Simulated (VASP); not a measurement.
# Ba (Cmce) in VASP: single point with PBEsol

Aim: the single point of Ba with PBEsol.

Program: VASP 6.6.1. These are calculated values, not measurements. Logs are shortened: lines on timing, memory, paths and dates and some standing lists are left out, and cuts for length are marked.

### Step 1. The cell of the first run

It takes space group Cmce (No. 64, orthorhombic). Conventional cell: a = 6.860 Å, b = 11.626 Å, c = 6.869 Å, α = 90.00°, β = 90.00°, γ = 90.00°. Within 4.9 Å of Ba (site symmetry m) lie 7 Ba at 3.71 to 4.25 Å.

### Step 2. Single point, PBEsol

INCAR

```
PREC     = Accurate       # precision mode
ENCUT    = 520            # plane-wave cutoff, eV
EDIFF    = 1E-6           # SCF threshold, eV
ISMEAR   = 0              # smearing method
SIGMA    = 0.1            # smearing width, eV
LREAL    = False          # projectors in reciprocal space
LASPH    = True           # aspherical terms in the spheres
NELM     = 100            # most SCF steps
ALGO     = Fast           # electronic algorithm
ISIF     = 2              # what is computed and relaxed
LWAVE    = False          # write WAVECAR
LCHARG   = True           # write CHGCAR
GGA      = PS             # functional
LELF     = True           # ELF
LVHAR    = True         
NBANDS   = 28             # bands
```

KPOINTS

```
regular mesh
0
Gamma
  4 4 4
```

POSCAR

```
Ba
1.0
    3.4299790401     -5.8131783904      0.0000000000
    3.4299790401      5.8131783904      0.0000000000
    0.0000000000      0.0000000000      6.8690829939
Ba
4
Direct
    0.1525000000      0.8475000000      0.0785000000
    0.6525000000      0.3475000000      0.4215000000
    0.8475000000      0.1525000000      0.9215000000
    0.3475000000      0.6525000000      0.5785000000
```

Potentials or basis: VASP PAW PBE potentials, release 64 (Ba_sv).

Started as:

```sh
> cat potpaw_PBE.64/Ba_sv/POTCAR > POTCAR
> mpirun -np 1 vasp_std > vasp.out
```

OUTCAR:

```text
PREC = Accurate
   ENCUT = 520
   EDIFF = 1E-6
   ISMEAR = 0
   LREAL = False
   LASPH = True
   NELM = 100
   ISIF = 2
   GGA = PS

 ion  position               nearest neighbor table
   1  0.153  0.847  0.078-   3 3.71   4 4.12   4 4.12   2 4.16   2 4.16   3 4.25   3 4.25
   2  0.653  0.347  0.422-   4 3.71   3 4.12   3 4.12   1 4.16   1 4.16   4 4.25   4 4.25
   3  0.847  0.153  0.922-   1 3.71   2 4.12   2 4.12   4 4.16   4 4.16   1 4.25   1 4.25
   4  0.347  0.653  0.578-   2 3.71   1 4.12   1 4.12   3 4.16   3 4.16   2 4.25   2 4.25

  LATTYP: Found a base centered orthorhombic cell.
 ALAT       =     6.8599580802
 B/A-ratio  =     1.6948145521
 C/A-ratio  =     1.0013301705

  Lattice vectors:

 A1 = (   3.4299790401,  -5.8131783904,   0.0000000000)
 A2 = (   3.4299790401,   5.8131783904,   0.0000000000)
 A3 = (   0.0000000000,   0.0000000000,   6.8690829939)

Analysis of symmetry for initial positions (statically):
=====================================================================
 Subroutine PRICEL returns:
 Original cell was already a primitive cell.

 Routine SETGRP: Setting up the symmetry group for a
 base centered orthorhombic supercell.

 Subroutine GETGRP returns: Found  8 space group operations
 (whereof  4 operations were pure point group operations)
 out of a pool of  8 trial point group operations.

The static configuration has the point symmetry C_2h.
 The point group associated with its full space group is D_2h.

Analysis of symmetry for dynamics (positions and initial velocities):
=====================================================================
 Subroutine PRICEL returns:
 Original cell was already a primitive cell.

 Routine SETGRP: Setting up the symmetry group for a
 base centered orthorhombic supercell.

 Subroutine GETGRP returns: Found  8 space group operations
 (whereof  4 operations were pure point group operations)
 out of a pool of  8 trial point group operations.

The dynamic configuration has the point symmetry C_2h.
 The point group associated with its full space group is D_2h.

 Subroutine INISYM returns: Found  8 space group operations
 (whereof  4 operations are pure point group operations),
 and found     1 'primitive' translations

----------------------------------------------------------------------------------------

                                     Primitive cell
[... 89 lines left out ...]
   ENCUT  =  520.0 eV  38.22 Ry    6.18 a.u.  12.55 12.55 12.77*2*pi/ulx,y,z
   NELM   =    100;   NELMIN=  2; NELMDL= -5     # of ELM steps
   EDIFF  = 0.1E-05   stopping-criterion for ELM
   LREAL  =      F    real-space projection
   EDIFFG = 0.1E-04   stopping-criterion for IOM
   NSW    =      0    number of steps for IOM
   IBRION =     -1    ionic relax: 0-MD 1-quasi-New 2-CG
   NFREE  =      0    steps in history (QN), initial steepest desc. (CG)
   ISIF   =      2    stress and relaxation
   ISYM   =      2    0-nonsym 1-usesym 2-fastsym
   POTIM  = 0.5000    time-step for ionic-motion
   TEBEG  =    0.0;   TEEND  =   0.0 temperature during run
   PSTRESS=    0.0 pullay stress
   NELECT =      40.0000    total number of electrons
   NUPDOWN=      -1.0000    fix difference up-down
   EMIN   =  10.00;   EMAX   =-10.00  energy-range for DOS
   EFERMI =   0.00;   METHOD = LEGACY
   ISMEAR =     0;   SIGMA  =   0.10  broadening in eV -4-tet -1-fermi 0-gaus
   EFERMI_NEDOS =   21; number of points for ismear=-14 and -15
   IALGO  =     68    algorithm
   IMIX   =      4    mixing-type and parameters
     AMIX     =   0.40;   BMIX     =  1.00
     AMIX_MAG =   1.60;   BMIX_MAG =  1.00
  volume/ion in A,a.u.               =      68.48       462.14
  Fermi-wavevector in a.u.,A,eV,Ry     =   0.862085  1.629105 10.111727  0.743191
  Thomas-Fermi vector in A             =   1.979835
   LORBIT       =      0    0 simple, 1 ext, 2 COOP (PROOUT), +10 PAW based schemes
   GGA     = PS    functional components
   LHFCALC =     F    Hartree Fock is set to
   AEXX    =    0.0000 exact exchange contribution
   IVDW    =     0    specifies the selected vdW correction
   LEPSILON=     F    determine dielectric tensor
   LRPA    =     F    only Hartree local field effects (RPA)
 non-spin polarized calculation
 RMM-DIIS sequential band-by-band and
 Gauss-broadening in eV      SIGMA  =   0.10
  energy-cutoff  :      520.00
  volume of cell :      273.93
 maximum number of plane-waves:      7414
   NGX = 25   NGY = 25   NGZ = 25

 number of electron      40.0000001 magnetization

 Free energy of the ion-electron system (eV)
  ---------------------------------------------------
  ext. energy  EPLUGINS =         0.00000000
  ---------------------------------------------------
  free energy    TOTEN  =        -6.51229343 eV

  energy without entropy =       -6.45390170  energy(sigma->0) =       -6.48309756

 E-fermi :   1.1330     XC(G=0):  -7.1699

 val. band max:        1.1171154160   @ k =   0.5000   0.5000   0.0000
 cond. band min:       1.1415359175   @ k =   0.5000   0.0000   0.5000
 fundamental gap:      0.0244205015
 Fermi energy:         1.1330144043

 k-point     1 :       0.0000    0.0000    0.0000
  band No.  band energies     occupation
      1     -27.9693      2.00000
      2     -27.9006      2.00000
      3     -27.8515      2.00000
      4     -27.8475      2.00000
      5     -13.5224      2.00000
      6     -13.3742      2.00000
[... 640 lines left out ...]
     27       2.0969      0.00000
     28       2.0969      0.00000

------------------------ aborting loop because EDIFF is reached ----------------------------------------

  FORCE on cell =-STRESS in cart. coord.  units (eV):
  Direction    XX          YY          ZZ          XY          YZ          ZX
  --------------------------------------------------------------------------------------
  -------------------------------------------------------------------------------------
  Total       -1.1451703      0.6350157     -1.2692907      0.0000000      0.0000000      0.0000000
  in kB       -6.6980254      3.7141649     -7.4239974      0.0000000      0.0000000      0.0000000
  external PRESSURE =      -3.4692859 kB  Pullay stress =       0.0000000 kB

 VOLUME and BASIS-vectors are now :
 -----------------------------------------------------------------------------
  energy-cutoff  :      520.00
  volume of cell :      273.93
      direct lattice vectors                 reciprocal lattice vectors
     3.429979040 -5.813178390  0.000000000     0.145773486 -0.086011467  0.000000000
     3.429979040  5.813178390  0.000000000     0.145773486  0.086011467  0.000000000
     0.000000000  0.000000000  6.869082994     0.000000000  0.000000000  0.145579840

 POSITION                                       TOTAL-FORCE (eV/Angst)
 -----------------------------------------------------------------------------------
      3.42998      4.04016      0.53922         0.000000     -0.067156     -0.006535
      3.42998     -1.77302      2.89532         0.000000     -0.067156      0.006535
      3.42998     -4.04016      6.32986         0.000000      0.067156      0.006535
      3.42998      1.77302      3.97376         0.000000      0.067156     -0.006535
 -----------------------------------------------------------------------------------
    total drift:                               -0.000000     -0.000000      0.000000

  FREE ENERGIE OF THE ION-ELECTRON SYSTEM (eV)
  ---------------------------------------------------
  free  energy   TOTEN  =        -6.5122934287 eV

  energy  without entropy=       -6.4539016962  energy(sigma->0) =       -6.48309756
```

Wall time 2.7 min (1 thread of Intel Xeon Platinum 8488C (Sapphire Rapids), shared host); peak memory 0.4 GiB.

Results:

- Free energy: -6.5123 eV
- Pressure: -0.3 GPa
- Largest force: 0.067 eV/Å
- Band gap on the k mesh: zero (bands 20 and 21 overlap by 0.18 eV)

Forces on the atoms (eV/Å):
```
Ba   0.000 -0.067 -0.007
Ba   0.000 -0.067  0.007
Ba   0.000  0.067  0.007
Ba   0.000  0.067 -0.007
```

Stress tensor (GPa, compression positive):
```
-0.67  0.00  0.00
 0.00  0.37  0.00
 0.00  0.00 -0.74
```

Levels at points of the mesh, in eV from the Fermi level:
```tsv
k point	band 17	band 18	band 19	band 20	band 21	band 22	band 23	band 24
(0.00, 0.00, 0.00)	-2.48	-0.25	-0.20	-0.11	0.32	0.42	0.81	0.91
(0.50, 0.00, 0.00)	-1.08	-1.08	-0.18	-0.18	0.21	0.21	0.66	0.66
(0.50, 0.50, 0.00)	-1.37	-0.87	-0.59	-0.02	0.14	0.14	0.31	0.68
(0.00, 0.00, 0.50)	-1.40	-1.40	0.05	0.05	0.23	0.23	0.55	0.55
(0.50, 0.00, 0.50)	-0.83	-0.83	-0.35	-0.35	0.01	0.01	0.87	0.87
(0.50, 0.50, 0.50)	-0.69	-0.69	-0.17	-0.17	0.23	0.23	0.40	0.40
```

Caveat: the PAW data sets were made with another functional, which shifts forces and pressure a little; spin-orbit coupling is left out, which moves the levels of the heavy elements.

The gap in the log of VASP goes by the Fermi energy; the results here count the filled bands.